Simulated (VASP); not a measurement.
**SnO: single point with PBEsol**

The system is SnO.

```
CELL_PARAMETERS angstrom
3.80200 0.00000 0.00000
0.00000 3.80200 0.00000
0.00000 0.00000 4.83600
ATOMIC_POSITIONS crystal
Sn 0.00000 0.50000 0.23850
Sn 0.50000 0.00000 0.76150
O 0.92109 0.00000 0.93797
O 0.50000 0.50000 0.00000
```

This cell differs from its parent crystal: atom 3 (O) moved by (-0.300, -0.300) A along x and z.

* Program: VASP 6.6.1
* Task: single point
* Functional: PBEsol
* Potentials or basis: VASP PAW PBE potentials, release 64 (Sn_d, O)
* Cutoff: 520 eV
* k mesh: 12 × 12 × 10
* Occupations: gaussian, width 0.15 eV
* Spin: no spin polarisation
* Dipole correction: no
* Further INCAR settings: ALGO = Fast; EDIFF = 1e-06; NBANDS = 28

The pressure is 7.5 GPa. The largest force is 7.402 eV/Å and the band gap on the k mesh is zero (bands 20 and 21 overlap by 0.13 eV).

Forces on the atoms (eV/Å):
```
Sn  -0.212  0.000 -0.467
Sn  -4.710  0.000 -3.344
O    6.334  0.000  3.829
O   -1.413  0.000 -0.018
```

Stress tensor (GPa, compression positive):
```
19.09  0.00  8.17
 0.00 -0.52  0.00
 8.17  0.00  3.87
```

Levels at points of the mesh, in eV from the Fermi level:
```csv
k point,band 17,band 18,band 19,band 20,band 21,band 22,band 23,band 24
"(0.00, 0.00, 0.00)",-3.88,-3.48,-2.83,-0.11,1.92,4.07,4.19,4.98
"(0.50, 0.00, 0.00)",-4.66,-3.93,-3.02,-2.59,3.02,4.44,4.63,5.27
"(0.00, 0.50, 0.00)",-4.96,-4.82,-2.67,-2.30,2.02,2.36,5.11,5.70
"(0.50, 0.50, 0.00)",-2.77,-2.72,-2.08,-1.39,-0.23,0.05,3.97,4.54
"(0.00, 0.00, 0.50)",-3.59,-3.13,-2.81,-2.15,1.58,2.51,3.56,3.62
"(0.50, 0.00, 0.50)",-4.94,-3.88,-2.44,-1.40,2.37,2.97,4.26,5.44
"(0.00, 0.50, 0.50)",-5.09,-4.71,-1.99,-1.27,1.81,2.31,5.10,5.30
"(0.50, 0.50, 0.50)",-3.42,-2.92,-2.17,-1.96,1.69,2.26,3.77,3.96
```

It took 23 min on 1 thread of Oxide Virtual Turin-like Processor, on a shared host, peak memory 0.67 GiB.

Caveat: the cell differs from its parent crystal (atom 3 (O) moved by (-0.300, -0.300) A along x and z); the stress differs along the axes, from -1 to 19 GPa; semilocal functionals underestimate gaps, and a narrow one can read as zero; the PAW data sets were made with another functional, which shifts forces and pressure a little; spin-orbit coupling is left out, which moves the levels of the heavy elements.
